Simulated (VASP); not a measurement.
# AlN (C2) in VASP: single point with PBE

Aim: the single point of AlN with PBE.

Program: VASP 6.6.1. These are calculated values, not measurements. Logs are shortened: lines on timing, memory, paths and dates and some standing lists are left out, and cuts for length are marked.

## Step 1: The cell of the first run

It takes space group C2 (No. 5, monoclinic). Conventional cell: a = 4.000 Å, b = 9.028 Å, c = 2.840 Å, α = 90.00°, β = 91.31°, γ = 90.00°. Within 2.9 Å of Al (site symmetry 2) lie 4 N at 2.01 to 2.03 Å and 5 Al at 2.57 to 2.84 Å. Al (site symmetry 2) has 4 N at 1.98 to 2.02 Å and 1 Al at 2.57 Å within 2.6 Å. Within 2.1 Å of N (site symmetry 1) lie 1 N at 1.57 Å and 4 Al at 1.98 to 2.03 Å.

## Step 2: Single point, PBE

Input file INCAR:

```
SYSTEM = AlN
  ALGO = Normal
  EDIFF = 1E-6
  ENCUT = 600
  GGA = PE
  GGA_COMPAT = .False.
  ISIF = 2
  ISMEAR = 0
  ISYM = 0
  LASPH = .True.
  LCHARG = .True.
  LELF = .True.
  LREAL = .False.
  LVHAR = .True.
  LWAVE = .False.
  NBANDS = 16
  NELM = 120
  PREC = Accurate
  SIGMA = 0.02
```

Input file KPOINTS:

```
k-points
0
Gamma
  8 8 10
  0 0 0
```

Input file POSCAR:

```
AlN
1.0
    1.9996650917     -4.5139245760      0.0275350596
    1.9996650917      4.5139245760      0.0275350596
   -0.1040657858      0.0000000000      2.8378295648
Al N
2 2
Direct
    0.0871744400      0.9128255600      0.5000000000
    0.8022661338      0.1977338662      0.5000000000
    0.4759455342      0.1309263883      0.0025777899
    0.8690736117      0.5240544658      0.9974222101
```

Potentials or basis: VASP PAW PBE potentials, release 64 (Al, N).

Command:

```console
$ cat potpaw_PBE.64/Al/POTCAR potpaw_PBE.64/N/POTCAR > POTCAR
$ mpirun -np 1 vasp_std > vasp.out
```

OUTCAR:

```text
SYSTEM = AlN
   EDIFF = 1E-6
   ENCUT = 600
   GGA = PE
   ISIF = 2
   ISMEAR = 0
   ISYM = 0
   LASPH = .True.
   LREAL = .False.
   NELM = 120
   PREC = Accurate

 ion  position               nearest neighbor table
   1  0.087  0.913  0.500-   3 2.01   4 2.01   4 2.03   3 2.03   2 2.57   2 2.79   2 2.79
   2  0.802  0.198  0.500-   3 1.98   4 1.98   3 2.02   4 2.02   1 2.57   1 2.79   1 2.79
   3  0.476  0.131  0.003-   4 1.57   2 1.98   1 2.01   2 2.02   1 2.03
   4  0.869  0.524  0.997-   3 1.57   2 1.98   1 2.01   2 2.02   1 2.03

IMPORTANT INFORMATION: All symmetrisations will be switched off!
NOSYMM: (Re-)initialisation of all symmetry stuff for point group C_1.

----------------------------------------------------------------------------------------

                                     Primitive cell

  volume of cell :      51.2563

  direct lattice vectors                    reciprocal lattice vectors
     1.999665092 -4.513924576  0.027535060     0.249915675 -0.110768355  0.009164635
     1.999665092  4.513924576  0.027535060     0.249915675  0.110768355  0.009164635
    -0.104065786  0.000000000  2.837829565    -0.004849793  0.000000000  0.352204133

  length of vectors
     4.937097704  4.937097704  2.839737017     0.273516843  0.273516843  0.352237522

  position of ions in fractional coordinates (direct lattice)
     0.087174440  0.912825560  0.500000000
     0.802266134  0.197733866  0.500000000
     0.475945534  0.130926388  0.002577790
     0.869073612  0.524054466  0.997422210

  ion indices of the primitive-cell ions
   primitive index   ion index
                 1           1
                 2           2
                 3           3
                 4           4

----------------------------------------------------------------------------------------

 KPOINTS: k-points

Automatic generation of k-mesh.
 Grid dimensions read from file:
 generate k-points for:    8    8   10

 Generating k-lattice:

  Cartesian coordinates                     Fractional coordinates (reciprocal lattice)
     0.031239459 -0.013846044  0.001145579     0.125000000 -0.000000000  0.000000000
     0.031239459  0.013846044  0.001145579    -0.000000000  0.125000000  0.000000000
    -0.000484979  0.000000000  0.035220413     0.000000000  0.000000000  0.100000000

  Length of vectors
     0.034189605  0.034189605  0.035223752

  Shift w.r.t. Gamma in fractional coordinates (k-lattice)
     0.000000000  0.000000000  0.000000000

 Subroutine IBZKPT returns following result:
 ===========================================
[... 52 lines left out ...]
   IBRION =     -1    ionic relax: 0-MD 1-quasi-New 2-CG
   NFREE  =      0    steps in history (QN), initial steepest desc. (CG)
   ISIF   =      2    stress and relaxation
   ISYM   =      0    0-nonsym 1-usesym 2-fastsym
   POTIM  = 0.5000    time-step for ionic-motion
   TEBEG  =    0.0;   TEEND  =   0.0 temperature during run
   PSTRESS=    0.0 pullay stress
   NELECT =      16.0000    total number of electrons
   NUPDOWN=      -1.0000    fix difference up-down
   EMIN   =  10.00;   EMAX   =-10.00  energy-range for DOS
   EFERMI =   0.00;   METHOD = LEGACY
   ISMEAR =     0;   SIGMA  =   0.02  broadening in eV -4-tet -1-fermi 0-gaus
   EFERMI_NEDOS =   21; number of points for ismear=-14 and -15
   IALGO  =     38    algorithm
   IMIX   =      4    mixing-type and parameters
     AMIX     =   0.40;   BMIX     =  1.00
     AMIX_MAG =   1.60;   BMIX_MAG =  1.00
  volume/ion in A,a.u.               =      12.81        86.47
  Fermi-wavevector in a.u.,A,eV,Ry     =   1.110536  2.098608 16.779918  1.233289
  Thomas-Fermi vector in A             =   2.247088
   LORBIT       =      0    0 simple, 1 ext, 2 COOP (PROOUT), +10 PAW based schemes
   GGA     = PE    functional components
   LHFCALC =     F    Hartree Fock is set to
   AEXX    =    0.0000 exact exchange contribution
   IVDW    =     0    specifies the selected vdW correction
   LEPSILON=     F    determine dielectric tensor
   LRPA    =     F    only Hartree local field effects (RPA)
 non-spin polarized calculation
 Gauss-broadening in eV      SIGMA  =   0.02
  energy-cutoff  :      600.00
  volume of cell :       51.26
 maximum number of plane-waves:      1727
   NGX = 19   NGY = 19   NGZ = 11

 number of electron      16.0000000 magnetization

 Free energy of the ion-electron system (eV)
  ---------------------------------------------------
  ext. energy  EPLUGINS =         0.00000000
  ---------------------------------------------------
  free energy    TOTEN  =       -24.61471043 eV

  energy without entropy =      -24.61471043  energy(sigma->0) =      -24.61471043

 E-fermi :   5.9095     XC(G=0):  -9.8956

 val. band max:        5.7701581202   @ k =   0.0000   0.0000   0.0000
 cond. band min:       6.8386797777   @ k =   0.0000   0.0000   0.5000
 fundamental gap:      1.0685216574
 Fermi energy:         5.9094680312

 k-point     1 :       0.0000    0.0000    0.0000
  band No.  band energies     occupation
      1     -13.3477      2.00000
      2      -6.0998      2.00000
      3      -3.1930      2.00000
      4      -0.6218      2.00000
      5       1.5320      2.00000
      6       1.8095      2.00000
[... 433 lines left out ...]
      3      -1.4287      2.00000
      4       0.9930      2.00000
      5       1.9049      2.00000
      6       2.1465      2.00000
[... 8 lines left out ...]
     15      16.7014      0.00000
     16      18.0054      0.00000

 [... further k-points ...]

------------------------ aborting loop because EDIFF is reached ----------------------------------------

  FORCE on cell =-STRESS in cart. coord.  units (eV):
  Direction    XX          YY          ZZ          XY          YZ          ZX
  --------------------------------------------------------------------------------------
  -------------------------------------------------------------------------------------
  Total       -0.0554739     -0.1184300     -0.1005178      0.0000000     -0.0000000      0.0042805
  in kB       -1.7340128     -3.7019036     -3.1420005      0.0000011     -0.0000001      0.1338010
  external PRESSURE =      -2.8593056 kB  Pullay stress =       0.0000000 kB

 VOLUME and BASIS-vectors are now :
 -----------------------------------------------------------------------------
  energy-cutoff  :      600.00
  volume of cell :       51.26
      direct lattice vectors                 reciprocal lattice vectors
     1.999665092 -4.513924576  0.027535060     0.249915675 -0.110768355  0.009164635
     1.999665092  4.513924576  0.027535060     0.249915675  0.110768355  0.009164635
    -0.104065786  0.000000000  2.837829565    -0.004849793  0.000000000  0.352204133

 POSITION                                       TOTAL-FORCE (eV/Angst)
 -----------------------------------------------------------------------------------
      1.94763      3.72693      1.44645         0.000000     -0.023150     -0.000000
      1.94763     -2.72881      1.44645         0.000000      0.017809     -0.000000
      1.21327     -1.55739      0.02403        -0.031733      0.002671      0.000325
      2.68199     -1.55739      2.86887         0.031733      0.002671     -0.000325
 -----------------------------------------------------------------------------------
    total drift:                               -0.000000     -0.000102      0.000000

  FREE ENERGIE OF THE ION-ELECTRON SYSTEM (eV)
  ---------------------------------------------------
  free  energy   TOTEN  =       -24.6147104323 eV

  energy  without entropy=      -24.6147104323  energy(sigma->0) =      -24.61471043
```

OSZICAR:

```text
N       E                     dE             d eps       ncg     rms          rms(c)
DAV:   1     0.579021243356E+02    0.57902E+02   -0.76074E+03 10368   0.978E+02
DAV:   2    -0.221313886996E+02   -0.80034E+02   -0.71024E+02 14088   0.197E+02
DAV:   3    -0.271475295963E+02   -0.50161E+01   -0.49819E+01 13536   0.528E+01
DAV:   4    -0.271965516911E+02   -0.49022E-01   -0.49013E-01 12944   0.558E+00
DAV:   5    -0.271974346764E+02   -0.88299E-03   -0.88295E-03 14104   0.745E-01    0.956E+00
DAV:   6    -0.246970863112E+02    0.25003E+01   -0.49806E+00 13488   0.170E+01    0.379E+00
DAV:   7    -0.246379879151E+02    0.59098E-01   -0.43297E-01 13128   0.462E+00    0.227E+00
DAV:   8    -0.246147840883E+02    0.23204E-01   -0.60665E-02 13816   0.213E+00    0.300E-01
DAV:   9    -0.246141018974E+02    0.68219E-03   -0.11532E-02 14200   0.856E-01    0.170E-01
DAV:  10    -0.246144981292E+02   -0.39623E-03   -0.95633E-04 12208   0.237E-01    0.811E-02
DAV:  11    -0.246146914640E+02   -0.19333E-03   -0.30021E-04 12688   0.126E-01    0.343E-02
DAV:  12    -0.246147073423E+02   -0.15878E-04   -0.42451E-05 13616   0.507E-02    0.597E-03
DAV:  13    -0.246147101402E+02   -0.27978E-05   -0.58319E-06 12832   0.202E-02    0.307E-03
DAV:  14    -0.246147104323E+02   -0.29211E-06   -0.86376E-07 11760   0.729E-03
   1 F= -.24614710E+02 E0= -.24614710E+02  d E =-.259266E-25
```

stdout:

```text
POSCAR found type information on POSCAR AlN
 POSCAR found :  2 types and       4 ions
 scaLAPACK will be used
 LDA part: xc-table for (Slater+PW92), standard interpolation
 POSCAR, INCAR and KPOINTS ok, starting setup
 FFT: planning ... GRIDC
 FFT: planning ... GRID_SOFT
 FFT: planning ... GRID
 WAVECAR not read
 entering main loop
```

It took 9.6 min on 1 thread of Oxide Virtual Turin-like, shared host; peak memory 0.35 GiB.

Results:

| Item | Value |
| --- | --- |
| Free energy | -24.6147 eV |
| Pressure | -0.3 GPa |
| Largest force | 0.032 eV/Å |
| Band gap on the k mesh | 1.07 eV (least direct gap 1.66 eV) |

Forces in eV/Å, atoms in the order of the input:
```
Al   0.000 -0.023  0.000
Al   0.000  0.018  0.000
N   -0.032  0.003  0.000
N    0.032  0.003  0.000
```

Levels at points of the mesh, in eV from the valence-band top:
```tsv
k point	band 5	band 6	band 7	band 8	band 9	band 10	band 11	band 12
(0.00, 0.00, 0.00)	-4.24	-3.96	-1.77	0.00	3.57	5.65	6.47	7.14
(0.50, 0.00, 0.00)	-3.93	-3.77	-1.14	-0.94	1.28	2.64	5.60	6.41
(0.00, 0.50, 0.00)	-3.93	-3.77	-1.14	-0.94	1.28	2.64	5.60	6.41
(0.50, 0.50, 0.00)	-4.22	-1.28	-1.24	-0.01	2.94	4.65	5.29	6.50
(0.00, 0.00, 0.50)	-4.93	-3.78	-0.68	-0.60	1.07	3.28	5.09	5.99
(0.50, 0.00, 0.50)	-5.13	-3.29	-2.34	-0.49	2.92	3.04	3.40	6.69
(0.00, 0.50, 0.50)	-5.13	-3.29	-2.34	-0.49	2.92	3.04	3.40	6.69
(0.50, 0.50, 0.50)	-5.36	-3.84	-2.05	-0.48	3.29	4.16	7.08	7.37
```

A k mesh can miss the band edges.
